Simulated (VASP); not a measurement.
# Ni (Fm-3m) in VASP: further runs

Ni is run at these levels: LDA+U; tasks: single point.

Everything below comes from runs of VASP 6.6.1. Logs are shortened: lines on timing, memory, paths and dates and some standing lists are left out, and cuts for length are marked.

## Step 1: The cell of the first run

It takes space group Fm-3m (No. 225, cubic). Conventional cell: a = 3.562 Å, b = 3.562 Å, c = 3.562 Å, α = 90.00°, β = 90.00°, γ = 90.00°. Within 3.3 Å of Ni (site symmetry m-3m) lie 12 Ni at 2.52 Å.

## Step 2: Single point, LDA+U, collinear spin, ferromagnetic start

INCAR

```
PREC = Accurate
ENCUT = 590
EDIFF = 1E-6
ISMEAR = 0
SIGMA = 0.05
LREAL = F
LASPH = T
NELM = 200
ALGO = Normal
ISIF = 2
LWAVE = F
LCHARG = F
ISPIN = 2
MAGMOM = 1.21
LORBIT = 11
NUPDOWN = 1.21
LMAXMIX = 4
LDAU = T
LDAUTYPE = 2
LDAUL = 2
LDAUU = 4.2
LDAUJ = 0
LDAUPRINT = 1
GGA = CA
NBANDS = 19
GGA_COMPAT = F
```

KPOINTS

```
regular mesh
0
Gamma
  15 15 15
```

POSCAR

```
Ni
1.0
    0.0000000000      1.7810000000      1.7810000000
    1.7810000000      0.0000000000      1.7810000000
    1.7810000000      1.7810000000      0.0000000000
Ni
1
Direct
    0.0000000000      0.0000000000      0.0000000000
```

Potentials or basis: VASP PAW LDA potentials, release 64 (Ni_sv_GW).

The run is started by

```sh
$ cat potpaw_LDA.64/Ni_sv_GW/POTCAR > POTCAR
$ mpirun -np 1 vasp_std > vasp.out
```

OUTCAR:

```text
PREC = Accurate
   ENCUT = 590
   EDIFF = 1E-6
   ISMEAR = 0
   LREAL = F
   LASPH = T
   NELM = 200
   ISIF = 2
   ISPIN = 2
   LORBIT = 11
   NUPDOWN = 1.21
   GGA = CA

 ion  position               nearest neighbor table
   1  0.000  0.000  0.000-

  LATTYP: Found a face centered cubic cell.
 ALAT       =     3.5620000000

  Lattice vectors:

 A1 = (   0.0000000000,   1.7810000000,   1.7810000000)
 A2 = (   1.7810000000,   0.0000000000,   1.7810000000)
 A3 = (   1.7810000000,   1.7810000000,   0.0000000000)

Analysis of symmetry for initial positions (statically):
=====================================================================
 Subroutine PRICEL returns:
 Original cell was already a primitive cell.

 Routine SETGRP: Setting up the symmetry group for a
 face centered cubic supercell.

 Subroutine GETGRP returns: Found 48 space group operations
 (whereof 48 operations were pure point group operations)
 out of a pool of 48 trial point group operations.

The static configuration has the point symmetry O_h .

Analysis of symmetry for dynamics (positions and initial velocities):
=====================================================================
 Subroutine PRICEL returns:
 Original cell was already a primitive cell.

 Routine SETGRP: Setting up the symmetry group for a
 face centered cubic supercell.

 Subroutine GETGRP returns: Found 48 space group operations
 (whereof 48 operations were pure point group operations)
 out of a pool of 48 trial point group operations.

The dynamic configuration has the point symmetry O_h .

Analysis of structural, dynamic, and magnetic symmetry:
=====================================================================
 Subroutine PRICEL returns:
 Original cell was already a primitive cell.

 Routine SETGRP: Setting up the symmetry group for a
 face centered cubic supercell.

 Subroutine GETGRP returns: Found 48 space group operations
 (whereof 48 operations were pure point group operations)
[... 150 lines left out ...]
  0.0000 -0.0000  0.9085 -0.0000 -0.0000
  0.0000 -0.0000 -0.0000  0.8999 -0.0000
 -0.0000  0.0000 -0.0000 -0.0000  0.9085

spin component  2

  0.5400  0.0000 -0.0000 -0.0000  0.0000
  0.0000  0.5400  0.0000 -0.0000 -0.0000
 -0.0000  0.0000  0.8467  0.0000 -0.0000
 -0.0000 -0.0000  0.0000  0.5400  0.0000
  0.0000 -0.0000 -0.0000  0.0000  0.8467

 occupancies and eigenvectors

  o =  0.5400  v =  0.0000  0.0000  0.0000  0.0000  0.0000  0.0000  0.4655 -0.0000 -0.8850 -0.0000      0.0000  0.0000  0.0000  0.0000  0.0000  0.0000  0.0000  0.0000  0.0000  0.0000
  o =  0.5400  v =  0.0000  0.0000  0.0000  0.0000  0.0000  1.0000  0.0000  0.0000  0.0000  0.0000      0.0000  0.0000  0.0000  0.0000  0.0000  0.0000  0.0000  0.0000  0.0000  0.0000
  o =  0.5400  v =  0.0000  0.0000  0.0000  0.0000  0.0000  0.0000  0.8850 -0.0000  0.4655  0.0000      0.0000  0.0000  0.0000  0.0000  0.0000  0.0000  0.0000  0.0000  0.0000  0.0000
  o =  0.8467  v =  0.0000  0.0000  0.0000  0.0000  0.0000  0.0000 -0.0000 -0.9994  0.0000  0.0360      0.0000  0.0000  0.0000  0.0000  0.0000  0.0000  0.0000  0.0000  0.0000  0.0000
  o =  0.8467  v =  0.0000  0.0000  0.0000  0.0000  0.0000  0.0000 -0.0000  0.0360 -0.0000  0.9994      0.0000  0.0000  0.0000  0.0000  0.0000  0.0000  0.0000  0.0000  0.0000  0.0000
  o =  0.8999  v =  0.0000 -0.9798  0.0000 -0.2000  0.0000  0.0000  0.0000  0.0000  0.0000  0.0000      0.0000  0.0000  0.0000  0.0000  0.0000  0.0000  0.0000  0.0000  0.0000  0.0000
  o =  0.8999  v =  1.0000  0.0000  0.0000  0.0000  0.0000  0.0000  0.0000  0.0000  0.0000  0.0000      0.0000  0.0000  0.0000  0.0000  0.0000  0.0000  0.0000  0.0000  0.0000  0.0000
  o =  0.8999  v =  0.0000 -0.2000 -0.0000  0.9798  0.0000  0.0000  0.0000  0.0000  0.0000  0.0000      0.0000  0.0000  0.0000  0.0000  0.0000  0.0000  0.0000  0.0000  0.0000  0.0000
  o =  0.9085  v =  0.0000 -0.0000 -0.9946 -0.0000  0.1041  0.0000  0.0000  0.0000  0.0000  0.0000      0.0000  0.0000  0.0000  0.0000  0.0000  0.0000  0.0000  0.0000  0.0000  0.0000
  o =  0.9085  v =  0.0000 -0.0000 -0.1041 -0.0000 -0.9946  0.0000  0.0000  0.0000  0.0000  0.0000      0.0000  0.0000  0.0000  0.0000  0.0000  0.0000  0.0000  0.0000  0.0000  0.0000

 number of electron      17.9999993 magnetization       1.2099997

 Free energy of the ion-electron system (eV)
  ---------------------------------------------------
  ext. energy  EPLUGINS =         0.00000000
  ---------------------------------------------------
  free energy    TOTEN  =        -3.91346392 eV

  energy without entropy =       -3.91174219  energy(sigma->0) =       -3.91260306

 E-fermi :   6.7700     XC(G=0): -14.0610

 val. band max:        8.1001160301   @ k =  -0.4667   0.1333   0.0000
 cond. band min:       6.7835175688   @ k =  -0.2000   0.1333   0.0000
 fundamental gap:     -1.3165984613
 Fermi energy:         8.1379574847

 spin component 1

 k-point     1 :       0.0000    0.0000    0.0000
  band No.  band energies     occupation
      1     -95.5232      1.00000
      2     -56.4034      1.00000
      3     -56.4034      1.00000
      4     -56.4034      1.00000
      5      -1.9141      1.00000
      6       2.9487      1.00000
[... 1049 lines left out ...]
     18      42.1650      0.00000
     19      46.1823      0.00000

 [... further k-points ...]
[... 5 lines left out ...]
  --------------------------------------------------------------------------------------
  -------------------------------------------------------------------------------------
  Total       -1.3028447     -1.3028447     -1.3028447      0.0000000     -0.0000000      0.0000000
  in kB     -184.7487414   -184.7487414   -184.7487414      0.0000000     -0.0000000      0.0000000
  external PRESSURE =    -184.7487414 kB  Pullay stress =       0.0000000 kB

 VOLUME and BASIS-vectors are now :
 -----------------------------------------------------------------------------
  energy-cutoff  :      590.00
  volume of cell :       11.30
      direct lattice vectors                 reciprocal lattice vectors
     0.000000000  1.781000000  1.781000000    -0.280741157  0.280741157  0.280741157
     1.781000000  0.000000000  1.781000000     0.280741157 -0.280741157  0.280741157
     1.781000000  1.781000000  0.000000000     0.280741157  0.280741157 -0.280741157

 POSITION                                       TOTAL-FORCE (eV/Angst)
 -----------------------------------------------------------------------------------
      0.00000      0.00000      0.00000         0.000000     -0.000000      0.000000
 -----------------------------------------------------------------------------------
    total drift:                                0.000000      0.000000      0.000000

  FREE ENERGIE OF THE ION-ELECTRON SYSTEM (eV)
  ---------------------------------------------------
  free  energy   TOTEN  =        -3.9134639222 eV

  energy  without entropy=       -3.9117421888  energy(sigma->0) =       -3.91260306

 total charge

# of ion       s       p       d       f       tot
--------------------------------------------------
    1        2.247   6.297   7.800   0.004  16.348

 magnetization (x)

# of ion       s       p       d       f       tot
--------------------------------------------------
    1        0.010   0.011   1.202  -0.000   1.223
```

OSZICAR:

```text
N       E                     dE             d eps       ncg     rms          rms(c)
DAV:   1     0.176090832610E+03    0.17609E+03   -0.92794E+03 13302   0.345E+03
DAV:   2     0.982986532423E+00   -0.17511E+03   -0.16449E+03 14151   0.791E+02
DAV:   3    -0.570070359963E+01   -0.66837E+01   -0.66271E+01 14517   0.200E+02
DAV:   4    -0.578502534541E+01   -0.84322E-01   -0.84293E-01 14407   0.128E+01
DAV:   5    -0.578632009218E+01   -0.12947E-02   -0.12946E-02 13484   0.115E+00    0.124E+01
DAV:   6    -0.466304629996E+01    0.11233E+01   -0.80170E+00 10571   0.259E+02    0.720E+00
DAV:   7    -0.390616379915E+01    0.75688E+00   -0.23279E+00 10695   0.124E+02    0.210E+00
DAV:   8    -0.389940446177E+01    0.67593E-02   -0.64204E-02 15182   0.138E+01    0.808E-01
DAV:   9    -0.391030590094E+01   -0.10901E-01   -0.46923E-03 15167   0.585E+00    0.317E-01
DAV:  10    -0.391255439634E+01   -0.22485E-02   -0.59690E-04 14130   0.197E+00    0.175E-01
DAV:  11    -0.391322757161E+01   -0.67318E-03   -0.66036E-05 15024   0.724E-01    0.818E-02
DAV:  12    -0.391345717702E+01   -0.22961E-03   -0.26776E-05 15155   0.541E-01    0.166E-02
DAV:  13    -0.391346346780E+01   -0.62908E-05   -0.22499E-06 10736   0.139E-01    0.627E-03
DAV:  14    -0.391346392222E+01   -0.45441E-06   -0.46228E-07  6366   0.225E-02
   1 F= -.39134639E+01 E0= -.39126031E+01  d E =-.172173E-02  mag=     1.2100
```

stdout:

```text
POSCAR found type information on POSCAR Ni
 POSCAR found :  1 types and       1 ions
 scaLAPACK will be used
 LDA part: xc-table for (Slater(with rela. corr.)+CA(PZ))
 , standard interpolation
 POSCAR, INCAR and KPOINTS ok, starting setup
 FFT: planning ... GRIDC
 FFT: planning ... GRID_SOFT
 FFT: planning ... GRID
 WAVECAR not read
 entering main loop
```

Wall time 58 s (1 thread of Intel Xeon 6975P-C (Granite Rapids), shared host); peak memory 0.17 GiB.

Results:

```yaml
Free_energy: -3.9135 eV
Pressure: -18.5 GPa
Net_moment: 1.21 μB per cell
Site_moments: Ni +1.22 μB
Valence_electrons_inside_the_program's_atomic_spheres: Ni 16.35
```

Eigenvalues of the final occupation matrices:
| site | spin | trace | eigenvalues |
| --- | --- | --- | --- |
| site 1 d | 1 | 4.52 | 0.90 0.90 0.90 0.91 0.91 |
| site 1 d | 2 | 3.31 | 0.54 0.54 0.54 0.85 0.85 |

Caveat: the total moment is fixed, so each spin has its own Fermi level; the U is typed as a test and isn't derived for this compound. The state reached can hang on the start; a lower one may exist.

## Step 3: Single point, LDA+U, collinear spin, ferromagnetic start

INCAR

```
SYSTEM = Ni
ALGO     = Normal         ! electronic algorithm
EDIFF    = 1E-6           ! SCF threshold, eV
ENCUT    = 590            ! plane-wave cutoff, eV
GGA      = CA             ! functional
GGA_COMPAT= .FALSE.      
ISIF     = 2              ! what is computed and relaxed
ISMEAR   = 0              ! smearing method
ISPIN    = 2              ! spin polarisation
LASPH    = .TRUE.         ! aspherical terms in the spheres
LCHARG   = .FALSE.        ! write CHGCAR
LDAU     = .TRUE.         ! DFT+U
LDAUJ    = 0            
LDAUL    = 2              ! shell
LDAUPRINT= 1            
LDAUTYPE = 2            
LDAUU    = 4.2            ! U, eV
LMAXMIX  = 4              ! l up to which the mixer works
LORBIT   = 11             ! projections on sites
LREAL    = .FALSE.        ! projectors in reciprocal space
LWAVE    = .FALSE.        ! write WAVECAR
MAGMOM   = 0.97           ! initial moments
NBANDS   = 19             ! bands
NELM     = 200            ! most SCF steps
NUPDOWN  = 0.97           ! fixed moment
PREC     = Accurate       ! precision mode
SIGMA    = 0.05           ! smearing width, eV
```

KPOINTS

```
k-points
0
G
  15 15 15
  0 0 0
```

POSCAR is that of step 2.

Potentials or basis: VASP PAW LDA potentials, release 64 (Ni_sv_GW).

The run is started by

```sh
$ cat potpaw_LDA.64/Ni_sv_GW/POTCAR > POTCAR
$ mpirun -np 1 vasp_std > vasp.out
```

OUTCAR:

```text
SYSTEM = Ni
   EDIFF = 1E-6
   ENCUT = 590
   GGA = CA
   ISIF = 2
   ISMEAR = 0
   ISPIN = 2
   LASPH = .TRUE.
   LORBIT = 11
   LREAL = .FALSE.
   NELM = 200
   NUPDOWN = 0.97
   PREC = Accurate

 ion  position               nearest neighbor table
   1  0.000  0.000  0.000-

  LATTYP: Found a face centered cubic cell.
 ALAT       =     3.5620000000

  Lattice vectors:

 A1 = (   0.0000000000,   1.7810000000,   1.7810000000)
 A2 = (   1.7810000000,   0.0000000000,   1.7810000000)
 A3 = (   1.7810000000,   1.7810000000,   0.0000000000)

Analysis of symmetry for initial positions (statically):
=====================================================================
 Subroutine PRICEL returns:
 Original cell was already a primitive cell.

 Routine SETGRP: Setting up the symmetry group for a
 face centered cubic supercell.

 Subroutine GETGRP returns: Found 48 space group operations
 (whereof 48 operations were pure point group operations)
 out of a pool of 48 trial point group operations.

The static configuration has the point symmetry O_h .

Analysis of symmetry for dynamics (positions and initial velocities):
=====================================================================
 Subroutine PRICEL returns:
 Original cell was already a primitive cell.

 Routine SETGRP: Setting up the symmetry group for a
 face centered cubic supercell.

 Subroutine GETGRP returns: Found 48 space group operations
 (whereof 48 operations were pure point group operations)
 out of a pool of 48 trial point group operations.

The dynamic configuration has the point symmetry O_h .

Analysis of structural, dynamic, and magnetic symmetry:
=====================================================================
 Subroutine PRICEL returns:
[... 176 lines left out ...]
  o =  0.8878  v =  0.0000 -0.4431 -0.0000 -0.8965 -0.0000  0.0000  0.0000  0.0000  0.0000  0.0000      0.0000  0.0000  0.0000  0.0000  0.0000  0.0000  0.0000  0.0000  0.0000  0.0000
  o =  0.8878  v =  1.0000  0.0000  0.0000  0.0000  0.0000  0.0000  0.0000  0.0000  0.0000  0.0000      0.0000  0.0000  0.0000  0.0000  0.0000  0.0000  0.0000  0.0000  0.0000  0.0000
  o =  0.8878  v =  0.0000 -0.8965  0.0000  0.4431 -0.0000  0.0000  0.0000  0.0000  0.0000  0.0000      0.0000  0.0000  0.0000  0.0000  0.0000  0.0000  0.0000  0.0000  0.0000  0.0000
  o =  0.8973  v =  0.0000 -0.0000 -0.4217  0.0000  0.9067  0.0000  0.0000  0.0000  0.0000  0.0000      0.0000  0.0000  0.0000  0.0000  0.0000  0.0000  0.0000  0.0000  0.0000  0.0000
  o =  0.8973  v =  0.0000 -0.0000  0.9067 -0.0000  0.4217  0.0000  0.0000  0.0000  0.0000  0.0000      0.0000  0.0000  0.0000  0.0000  0.0000  0.0000  0.0000  0.0000  0.0000  0.0000

 number of electron      17.9999993 magnetization       0.9699997

 Free energy of the ion-electron system (eV)
  ---------------------------------------------------
  ext. energy  EPLUGINS =         0.00000000
  ---------------------------------------------------
  free energy    TOTEN  =        -4.03406528 eV

  energy without entropy =       -4.03320668  energy(sigma->0) =       -4.03363598

 E-fermi :   6.8570     XC(G=0): -14.0385

 val. band max:        7.6157435805   @ k =  -0.4000   0.1333   0.0000
 cond. band min:       6.8702276486   @ k =   0.3333   0.2667   0.0000
 fundamental gap:     -0.7455159319
 Fermi energy:         7.6182446147

 spin component 1

 k-point     1 :       0.0000    0.0000    0.0000
  band No.  band energies     occupation
      1     -95.1971      1.00000
      2     -56.0871      1.00000
      3     -56.0871      1.00000
      4     -56.0871      1.00000
      5      -1.8491      1.00000
      6       3.2776      1.00000
[... 1049 lines left out ...]
     18      42.0982      0.00000
     19      46.1422      0.00000

 [... further k-points ...]
[... 5 lines left out ...]
  --------------------------------------------------------------------------------------
  -------------------------------------------------------------------------------------
  Total       -1.5806652     -1.5806652     -1.5806652     -0.0000000      0.0000000     -0.0000000
  in kB     -224.1448291   -224.1448291   -224.1448291     -0.0000000      0.0000000     -0.0000000
  external PRESSURE =    -224.1448291 kB  Pullay stress =       0.0000000 kB

 VOLUME and BASIS-vectors are now :
 -----------------------------------------------------------------------------
  energy-cutoff  :      590.00
  volume of cell :       11.30
      direct lattice vectors                 reciprocal lattice vectors
     0.000000000  1.781000000  1.781000000    -0.280741157  0.280741157  0.280741157
     1.781000000  0.000000000  1.781000000     0.280741157 -0.280741157  0.280741157
     1.781000000  1.781000000  0.000000000     0.280741157  0.280741157 -0.280741157

 POSITION                                       TOTAL-FORCE (eV/Angst)
 -----------------------------------------------------------------------------------
      0.00000      0.00000      0.00000         0.000000      0.000000      0.000000
 -----------------------------------------------------------------------------------
    total drift:                               -0.000000     -0.000000     -0.000000

  FREE ENERGIE OF THE ION-ELECTRON SYSTEM (eV)
  ---------------------------------------------------
  free  energy   TOTEN  =        -4.0340652786 eV

  energy  without entropy=       -4.0332066762  energy(sigma->0) =       -4.03363598

 total charge

# of ion       s       p       d       f       tot
--------------------------------------------------
    1        2.238   6.276   7.848   0.004  16.365

 magnetization (x)

# of ion       s       p       d       f       tot
--------------------------------------------------
    1        0.001  -0.013   1.037  -0.000   1.024
```

OSZICAR:

```text
N       E                     dE             d eps       ncg     rms          rms(c)
DAV:   1     0.175722541439E+03    0.17572E+03   -0.92827E+03 13293   0.345E+03
DAV:   2     0.988575300406E+00   -0.17473E+03   -0.16402E+03 14163   0.790E+02
DAV:   3    -0.570760938766E+01   -0.66962E+01   -0.66382E+01 14475   0.201E+02
DAV:   4    -0.579386383070E+01   -0.86254E-01   -0.86226E-01 14418   0.128E+01
DAV:   5    -0.579511425501E+01   -0.12504E-02   -0.12503E-02 13474   0.112E+00    0.121E+01
DAV:   6    -0.489608764348E+01    0.89903E+00   -0.75219E+00 10546   0.253E+02    0.758E+00
DAV:   7    -0.404318610720E+01    0.85290E+00   -0.24354E+00 10652   0.126E+02    0.202E+00
DAV:   8    -0.402484171847E+01    0.18344E-01   -0.55700E-02 15210   0.121E+01    0.659E-01
DAV:   9    -0.403227359908E+01   -0.74319E-02   -0.28846E-03 15615   0.466E+00    0.244E-01
DAV:  10    -0.403357371253E+01   -0.13001E-02   -0.32715E-04 14359   0.166E+00    0.132E-01
DAV:  11    -0.403391354943E+01   -0.33984E-03   -0.38486E-05 14888   0.570E-01    0.728E-02
DAV:  12    -0.403405823059E+01   -0.14468E-03   -0.18364E-05 15028   0.444E-01    0.158E-02
DAV:  13    -0.403406504774E+01   -0.68172E-05   -0.23024E-06 10114   0.155E-01    0.515E-03
DAV:  14    -0.403406527859E+01   -0.23085E-06   -0.40236E-07  6405   0.228E-02
   1 F= -.40340653E+01 E0= -.40336360E+01  d E =-.858602E-03  mag=     0.9700
```

Wall time 82 s (1 thread of AMD EPYC 7R43 (Zen 3), shared host); peak memory 0.13 GiB.

What came out:

```
Free energy                                           : -4.0341 eV
Pressure                                              : -22.4 GPa
Net moment                                            : 0.97 μB per cell
Site moments                                          : Ni +1.02 μB
Valence electrons inside the program's atomic spheres : Ni 16.36
```

Eigenvalues of the final occupation matrices:
```csv
site,spin,trace,eigenvalues
site 1 d,1,4.46,0.89 0.89 0.89 0.90 0.90
site 1 d,2,3.42,0.58 0.58 0.58 0.84 0.84
```

Caveat: the total moment is fixed, so each spin has its own Fermi level; the U is typed as a test and isn't derived for this compound. The state reached can hang on the start; a lower one may exist.
